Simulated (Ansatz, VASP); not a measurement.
One calculation of Al2O3, two programs

INCAR

```
SYSTEM = Al2O3
  PREC = Accurate
  ENCUT = 520
  EDIFF = 1E-6
  ISMEAR = 0
  SIGMA = 0.05
  LREAL = .False.
  LASPH = .True.
  NELM = 80
  ALGO = Normal
  ISIF = 2
  LWAVE = .False.
  LCHARG = .True.
  GGA = PS
  LELF = .True.
  LVHAR = .True.
  NBANDS = 35
```

KPOINTS

```
regular mesh
0
Gamma
  6 6 6
  0 0 0
```

The input POSCAR:

```
Al2O3
1.0
    2.5709366441      1.4843309635      3.7381418805
   -2.5709366441      1.4843309635      3.7381418805
    0.0000000000     -2.9686619271      3.7381418805
Al O
4 6
Direct
    0.8597195797      0.8597195797      0.8597195797
    0.6402804203      0.6402804203      0.6402804203
    0.1402804203      0.1402804203      0.1402804203
    0.3597195797      0.3597195797      0.3597195797
    0.0558571577      0.4441428423      0.7500000000
    0.7500000000      0.0558571577      0.4441428423
    0.4441428423      0.7500000000      0.0558571577
    0.9441428423      0.5558571577      0.2500000000
    0.2500000000      0.9441428423      0.5558571577
    0.5558571577      0.2500000000      0.9441428423
```

Input for Ansatz:

```yaml
crystal:
  lattice:
    - [2.5709366441, 1.4843309635, 3.7381418805]
    - [-2.5709366441, 1.4843309635, 3.7381418805]
    - [0.0, -2.9686619271, 3.7381418805]
  atoms:
    - { symbol: Al, position: [0.8597195797, 0.8597195797, 0.8597195797] }
    - { symbol: Al, position: [0.6402804203, 0.6402804203, 0.6402804203] }
    - { symbol: Al, position: [0.1402804203, 0.1402804203, 0.1402804203] }
    - { symbol: Al, position: [0.3597195797, 0.3597195797, 0.3597195797] }
    - { symbol: O, position: [0.0558571577, 0.4441428423, 0.75] }
    - { symbol: O, position: [0.75, 0.0558571577, 0.4441428423] }
    - { symbol: O, position: [0.4441428423, 0.75, 0.0558571577] }
    - { symbol: O, position: [0.9441428423, 0.5558571577, 0.25] }
    - { symbol: O, position: [0.25, 0.9441428423, 0.5558571577] }
    - { symbol: O, position: [0.5558571577, 0.25, 0.9441428423] }
basis:
  ecutwfc: 520.0
kpoints:
  mp_grid: { grid: [6, 6, 6] }
hamiltonian:
  xc: pbesol
  pseudopotentials: { kind: paw, azcp: { folder: soft_1 } }
scf:
  occupations: { method: gaussian, width: 0.05 }
output:
  forces: true
  stress: true
  eigenvalues: true
```

Alike in both runs: task single point; functional PBEsol; k mesh 6 × 6 × 6; occupations gaussian, width 0.05 eV; no spin polarisation.

|  | VASP | Ansatz |
| --- | --- | --- |
| version | VASP 6.6.1 | Ansatz 0.2.0 |
| potentials or method | VASP PAW PBE potentials, release 64 (Al, O), cutoff 520 eV | scalar-relativistic, plane waves, PAW |
| valence electrons in the cell | 48 | 48 |

```csv
,VASP,Ansatz,Ansatz less VASP
gap on the k mesh at the Fermi level (eV),3.39,3.39,+0.003
least direct gap on the mesh (eV),3.39,3.39,+0.003
pressure (GPa),-1.9,-2.0,-0.10
"traceless stress, the component that is largest in VASP (GPa)",45.52,45.53,+0.010
rms of the force components (eV/Å),0.187,0.187,+0.0001
```

VASP's potentials were made for PBE, not for PBEsol, and Ansatz warns of the same on its side. Atom by atom the forces differ by 0.005 eV/Å (rms over components). With one functional, cell and mesh, what is left measures potentials, basis and numerics.
